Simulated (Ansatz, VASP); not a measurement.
# InP: VASP beside Ansatz

INCAR

```
PREC = Accurate
ENCUT = 520
EDIFF = 1E-7
ISMEAR = -1
SIGMA = 0.03
LREAL = False
LASPH = True
NELM = 80
ALGO = Normal
ISIF = 2
LWAVE = False
LCHARG = False
GGA = PE
NBANDS = 16
```

KPOINTS

```
regular mesh
0
Gamma
  11 11 11
```

Contents of POSCAR:

```
InP
1.0
    0.0000000000      2.7693500000      2.8550000000
    2.7693500000      0.0000000000      2.8550000000
    2.7693500000      2.7693500000      0.0000000000
In P
1 1
Direct
    0.0000000000      0.0000000000      0.0000000000
    0.5000000000      0.5000000000      0.5000000000
```

Input for Ansatz:

```yaml
crystal:
  lattice:
    - [0.0, 2.76935, 2.855]
    - [2.76935, 0.0, 2.855]
    - [2.76935, 2.76935, 0.0]
  atoms:
    - { symbol: In, position: [0.0, 0.0, 0.0] }
    - { symbol: P, position: [0.5, 0.5, 0.5] }
kpoints:
  mp_grid: { grid: [11, 11, 11] }
  band_path:
    path:
      - [0.0, 0.0, 0.0]
      - [0.0, 0.5, 0.5]
      - [0.25, 0.75, 0.5]
      - [0.0, 0.5, 0.0]
      - [0.0, 0.0, 0.0]
      - [0.5, 0.5, 0.0]
      - [0.3676125, 0.6323875, 0.0]
      - [-0.3676125, 0.3676125, 0.0]
      - [0.0, 0.0, 0.0]
    npoints: 5
scf:
  occupations: { method: fermi_dirac, width: 0.03 }
hamiltonian:
  xc: pbe
  pseudopotentials: { kind: all_electron, lapw: { basis_error: 0.00025 } }
output:
  forces: true
  stress: true
  eigenvalues: true
```

Change from the starting cell: equal xx and yy strain of -3 %.

Alike in both runs: task single point; functional PBE; k mesh 11 × 11 × 11; occupations fermi-dirac, width 0.03 eV; no spin polarisation.

|  | VASP | Ansatz |
| --- | --- | --- |
| version | VASP 6.6.1 | Ansatz 0.2.0 |
| potentials or method | VASP PAW PBE potentials, release 64 (In_d, P), cutoff 520 eV | all-electron LAPW, scalar-relativistic |

|  | VASP | Ansatz | Ansatz less VASP |
| --- | --- | --- | --- |
| pressure (GPa) | -2.0 | -2.0 | +0.04 |
| traceless stress, the component that is largest in VASP (GPa) | -2.19 | -2.20 | -0.006 |

Ansatz ran all-electron here, and VASP with PAW potentials.
